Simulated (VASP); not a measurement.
Set up this calculation in VASP 6.6.1, as the native input.

```
Task                   : single point
Functional             : PBEsol
Potentials or basis    : VASP PAW PBE potentials, release 64 (Pb_d, F)
Cutoff                 : 520 eV
k mesh                 : 8 × 8 × 8
Occupations            : fermi-dirac, width 0.05 eV
Spin                   : no spin polarisation
Dipole correction      : no
Further INCAR settings : ALGO = Normal; EDIFF = 1e-06; NBANDS = 21
```

The structure of PbF2 lies in POSCAR:

```
PbF2
1.0
    0.0000000000      3.0026599987      3.0026599987
    3.0026599987      0.0000000000      3.0026599987
    3.0026599987      3.0026599987      0.0000000000
Pb F
1 2
Direct
    0.0000000000      0.0000000000      0.0000000000
    0.7500000000      0.7500000000      0.7500000000
    0.2500000000      0.2500000000      0.2500000000
```

The input as run:

INCAR

```
SYSTEM = PbF2
  ALGO = Normal
  EDIFF = 1E-6
  ENCUT = 520
  GGA = PS
  ISIF = 2
  ISMEAR = -1
  LASPH = .TRUE.
  LCHARG = .FALSE.
  LREAL = .FALSE.
  LWAVE = .FALSE.
  NBANDS = 21
  NELM = 100
  PREC = Accurate
  SIGMA = 0.05
```

KPOINTS

```
k-points
0
G
  8 8 8
  0 0 0
```

Potentials or basis: VASP PAW PBE potentials, release 64 (Pb_d, F).

Run with:

```console
$ cat potpaw_PBE.64/Pb_d/POTCAR potpaw_PBE.64/F/POTCAR > POTCAR
$ mpirun -np 1 vasp_std > vasp.out
```

It gave:

| Property | Result |
| --- | --- |
| Pressure | -3.8 GPa |
| Band gap on the k mesh | 4.31 eV (least direct gap 4.46 eV) |

Caveat: the cell stands under tension; the PAW data sets were made with another functional, which shifts forces and pressure a little; spin-orbit coupling is left out, which moves the levels of the heavy elements.

It took 56 s on 1 thread of AMD EPYC 7R13, with other jobs on the host, peak memory 0.16 GiB.
